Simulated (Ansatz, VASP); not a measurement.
# GaAs: VASP beside Ansatz

The input INCAR:

```
SYSTEM = GaAs
PREC = Accurate
ENCUT = 600
EDIFF = 1E-7
ISMEAR = 0
SIGMA = 0.1
LREAL = .FALSE.
LASPH = .TRUE.
NELM = 80
ALGO = Normal
ISIF = 3
LWAVE = .FALSE.
LCHARG = .FALSE.
GGA = PE
IBRION = 2
NSW = 90
EDIFFG = -0.04
```

Contents of KPOINTS:

```
regular mesh
0
G
  6 4 2
  0 0 0
```

POSCAR

```
GaAs
1.0
    3.5017106700      0.0000000000      0.0000000000
    0.0000000000      3.9526212700      0.0000000000
    0.0000000000      0.0000000000      9.1325903200
Ga As
3 3
Direct
    0.5000000000      0.5000000000      0.1780484600
    0.5000000000      0.5000000000      0.8219515400
    0.0000000000      0.0000000000      0.5000000000
    0.5000000000      0.0000000000      0.3219515400
    0.0000000000      0.5000000000      0.0000000000
    0.5000000000      0.0000000000      0.6780484600
```

Input for Ansatz:

```yaml
crystal:
  lattice:
    - [3.50171067, 0.0, 0.0]
    - [0.0, 3.95262127, 0.0]
    - [0.0, 0.0, 9.13259032]
  atoms:
    - { symbol: Ga, position: [0.5, 0.5, 0.17804846] }
    - { symbol: Ga, position: [0.5, 0.5, 0.82195154] }
    - { symbol: Ga, position: [0.0, 0.0, 0.5] }
    - { symbol: As, position: [0.5, 0.0, 0.32195154] }
    - { symbol: As, position: [0.0, 0.5, 0.0] }
    - { symbol: As, position: [0.5, 0.0, 0.67804846] }
basis:
  ecutwfc: 420
kpoints:
  mp_grid: { grid: [6, 4, 2] }
hamiltonian:
  xc: pbe
scf:
  occupations: { method: gaussian, width: 0.1 }
  lower_state_search: "off"
output:
  forces: true
  stress: true
  eigenvalues: true
relax:
  adjacent_minimum: "off"
  f_tol: 0.04
  max_steps: 70
  cell: { stress_tol: 0.4 }
```

Alike in both runs: task relaxation of cell and atoms; functional PBE; k mesh 6 × 4 × 2; occupations gaussian, width 0.1 eV; no spin polarisation.

|  | VASP | Ansatz |
| --- | --- | --- |
| version | VASP 6.6.1 | Ansatz 0.2.0 |
| potentials or method | VASP PAW PBE potentials, release 64 (Ga_d, As), cutoff 600 eV | scalar-relativistic, plane waves, PAW |
| valence electrons in the cell | 54 | 84 |

Ansatz gave:

- gap on the k mesh at the Fermi level, each at its own relaxed structure (eV): none
- relaxed volume (Å³/atom): 24.73
- relaxed cell length with the largest relative difference (Å): 3.813

Task: What did VASP give for the same quantities?

Result: gap on the k mesh at the Fermi level, each at its own relaxed structure (eV): none; relaxed volume (Å³/atom): 24.87; relaxed cell length with the largest relative difference (Å): 3.828.

A gap of «none» marks a metal or a gap that the smearing closes. VASP's potentials hold 54 valence electrons a cell and Ansatz's 84, so a difference there can come from the potentials and not from the codes.

The k mesh is coarse, so the values compare programs but aren't converged. Noted on VASP's run: the volume moved by over 15 % at a fixed basis, so the end points are rough.
